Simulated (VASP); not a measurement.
SrY4, 20 atoms in the cell. The cell holds an amorphous packing of atoms, 20 atoms: a = 8.885 Å, b = 9.605 Å, c = 8.895 Å, α = 86.75°, β = 90.58°, γ = 88.76°. 

```yaml
Program: VASP 6.6.1
Task: single point
Functional: PBE
Potentials_or_basis: VASP PAW PBE potentials, release 64 (Y_sv, Sr_sv)
Cutoff: 520 eV
k_mesh: 1 × 1 × 1, shifted
Occupations: fermi-dirac, width 0.1482 eV
Spin: no spin polarisation
Dipole_correction: no
Further_INCAR_settings: LREAL = Auto; ALGO = Normal; EDIFF = 1e-06; NBANDS = 124; ISYM = 0
```

Potentials or basis: VASP PAW PBE potentials, release 64 (Y_sv, Sr_sv).

The run is started by

```bash
$ cat potpaw_PBE.64/Y_sv/POTCAR potpaw_PBE.64/Sr_sv/POTCAR > POTCAR
$ mpirun -np 1 vasp_std > vasp.out
```

Hardware: 1 thread of Intel(R) Xeon(R) 6975P-C (Granite Rapids), with other jobs on the host.

**Question.** How long does it take, and how much memory?

**Answer.** It took 4.9 min on 1 thread of Intel(R) Xeon(R) 6975P-C (Granite Rapids) (shared host), peak memory 0.73 GiB. Counts: scf iterations 32, k points 1.
